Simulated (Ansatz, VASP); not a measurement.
## Two plane-wave programs on Fe

INCAR

```
PREC = Accurate ; ENCUT = 690
EDIFF = 1E-6 ; ISMEAR = -1
SIGMA = 0.05 ; LREAL = F
LASPH = T ; NELM = 200
ALGO = Normal ; ISIF = 2
LWAVE = F ; LCHARG = F
ISPIN = 2 ; MAGMOM = 2.5 -2.5
LORBIT = 11 ; LMAXMIX = 4
GGA = RE ; NBANDS = 27
GGA_COMPAT = F
```

File KPOINTS:

```
regular mesh
0
Gamma
  16 16 9
```

The input POSCAR:

```
Fe
1.0
    2.5381611612      0.0000000000      0.0000000000
   -1.2690805806      2.1981120445      0.0000000000
    0.0000000000      0.0000000000      4.0094383627
Fe
2
Direct
    0.3333333333      0.6666666667      0.2500000000
    0.6666666667      0.3333333333      0.7500000000
```

Input for Ansatz:

```yaml
crystal:
  lattice:
    - [2.5381611612, 0.0, 0.0]
    - [-1.2690805806, 2.1981120445, 0.0]
    - [0.0, 0.0, 4.0094383627]
  atoms:
    - { symbol: Fe, position: [0.3333333333, 0.6666666667, 0.25], spin: 2.5 }
    - { symbol: Fe, position: [0.6666666667, 0.3333333333, 0.75], spin: -2.5 }
hamiltonian:
  xc: revpbe
  pseudopotentials:
    kind: paw
    azcp:
      Fe: "pseudopotentials/Fe.paw.azcp"
basis:
  ecutwfc: 420
  fft_grid_basis: typed
kpoints:
  mp_grid: { grid: [16, 16, 9], shift: [0, 0, 0] }
magnetization:
  spin_polarized: true
scf:
  occupations: { method: fermi_dirac, width: 0.05 }
  lower_state_search: "off"
output:
  stress: true
```

Alike in both runs: task single point; functional revPBE; k mesh 16 × 16 × 9; occupations fermi-dirac, width 0.05 eV; collinear spin.

|  | VASP | Ansatz |
| --- | --- | --- |
| version | VASP 6.6.1 | Ansatz 0.2.0 |
| potentials or method | VASP PAW PBE potentials, release 64 (Fe_sv), cutoff 690 eV | plane waves (420 eV) with PAW, scalar-relativistic |
| valence electrons in the cell | 32 | 32 |

```csv
,VASP,Ansatz,Ansatz less VASP
pressure (GPa),-9.4,-8.4,+1.06
"traceless stress, the component that is largest in VASP (GPa)",5.08,5.06,-0.025
net moment per atom (μB),0.00,0.00,0.000
size of the moment on the site where the two differ most (μB),1.33,1.34,+0.009
```

VASP's potentials were made for PBE, not for revPBE. Site moments also hang on the region over which each program counts them. The functional is the same, so the differences come from potentials, cutoffs and numerics.
